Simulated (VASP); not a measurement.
Set up this calculation in VASP 6.6.1, as the native input.

```
Task                   : single point
Functional             : PBE
Potentials or basis    : VASP PAW PBE potentials, release 64 (Ta_pv, N)
Cutoff                 : 520 eV
k mesh                 : 24 × 24 × 24
Occupations            : gaussian, width 0.15 eV
Spin                   : no spin polarisation
Dipole correction      : no
Further INCAR settings : ALGO = Normal; EDIFF = 1e-07; NBANDS = 15
```

The structure of TaN lies in POSCAR:

```
TaN
1.0
    0.0000000000      2.2086347786      2.2086347786
    2.2086347786      0.0000000000      2.2086347786
    2.2086347786      2.2086347786      0.0000000000
Ta N
1 1
Direct
    0.5254682216      0.5254682216      0.4745317784
    0.0000000000      0.0000000000      0.0000000000
```

This cell differs from its parent crystal: all Ta atoms moved +0.113 Å, as atom 1 along Cartesian [0 0 1].

The input as run:

INCAR

```
PREC = Accurate
ENCUT = 520
EDIFF = 1E-7
ISMEAR = 0
SIGMA = 0.15
LREAL = F
LASPH = T
NELM = 100
ALGO = Normal
ISIF = 2
LWAVE = F
LCHARG = F
GGA = PE
NBANDS = 15
```

KPOINTS

```
regular mesh
0
Gamma
  24 24 24
```

Potentials or basis: VASP PAW PBE potentials, release 64 (Ta_pv, N).

Command:

```console
$ cat potpaw_PBE.64/Ta_pv/POTCAR potpaw_PBE.64/N/POTCAR > POTCAR
$ mpirun -np 1 vasp_std > vasp.out
```

Results of the run:

```
Pressure               : 2.8 GPa
Largest force          : 0.895 eV/Å
Band gap on the k mesh : zero (bands 8 and 9 overlap by 3.58 eV)
```

Caveat: the cell differs from its parent crystal (all Ta atoms moved +0.113 Å, as atom 1 along Cartesian [0 0 1]); spin-orbit coupling is left out, which moves the levels of the heavy elements.

Wall time 3.9 min on 1 thread of Intel(R) Xeon(R) 6975P-C (Granite Rapids) (shared host), peak memory 0.44 GiB.
